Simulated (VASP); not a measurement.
Set up this calculation in VASP 6.6.1, as the native input.

| Property | Result |
| --- | --- |
| Task | relaxation of cell and atoms |
| Functional | PBEsol |
| Potentials or basis | VASP PAW PBE potentials, release 64 (Ca_sv, O) |
| Cutoff | 600 eV |
| k mesh | 9 × 9 × 6 |
| Occupations | gaussian, width 0.02 eV |
| Spin | no spin polarisation |
| Dipole correction | no |
| Further INCAR settings | ALGO = Normal; EDIFF = 1e-06; IBRION = 2; EDIFFG = -0.002; NSW = 100; ISIF = 3 |

The structure of CaO (sol) lies in POSCAR:

```
CaO
1.0
    3.9919758200      0.0000000000      0.0000000000
   -1.9959879100      3.4571524800      0.0000000000
    0.0000000000      0.0000000000      4.7848400100
Ca O
2 2
Direct
    0.3333333300      0.6666666700      0.7500000000
    0.6666666700      0.3333333300      0.2500000000
    0.3333333300      0.6666666700      0.2500000000
    0.6666666700      0.3333333300      0.7500000000
```

The input as run:

INCAR

```
PREC     = Accurate       # precision mode
ENCUT    = 600            # plane-wave cutoff, eV
EDIFF    = 1E-6           # SCF threshold, eV
ISMEAR   = 0              # smearing method
SIGMA    = 0.02           # smearing width, eV
LREAL    = False          # projectors in reciprocal space
LASPH    = True           # aspherical terms in the spheres
NELM     = 100            # most SCF steps
ALGO     = Normal         # electronic algorithm
ISIF     = 3              # what is computed and relaxed
LWAVE    = False          # write WAVECAR
LCHARG   = False          # write CHGCAR
GGA      = PS             # functional
IBRION   = 2              # ionic algorithm
NSW      = 100            # ionic steps
EDIFFG   = -0.002         # ionic threshold
```

KPOINTS

```
Automatic mesh
0
Gamma
  9 9 6
```

Potentials or basis: VASP PAW PBE potentials, release 64 (Ca_sv, O).

The run is started by

```console
$ cat potpaw_PBE.64/Ca_sv/POTCAR potpaw_PBE.64/O/POTCAR > POTCAR
$ mpirun -np 1 vasp_std > vasp.out
```

It gave:

The relaxed volume is 16.15 Å³/atom, the relaxed cell is a = 3.963 Å, b = 3.963 Å, c = 4.751 Å, α = 90.00°, β = 90.00°, γ = 120.00° and the space group after relaxing (to 0.05 Å) is P6_3/mmc (No. 194). The energy gained by relaxing is 2.2 meV/atom and the ionic steps are 7. The pressure after relaxing is 0.0 GPa. The band gap on the k mesh is 3.11 eV, direct.

Caveat: the PAW data sets were made with another functional, which shifts forces and pressure a little.

Run time: 3.8 min on 1 thread of AMD EPYC 7R13 Processor (Zen 3), on a shared host, peak memory 0.22 GiB.
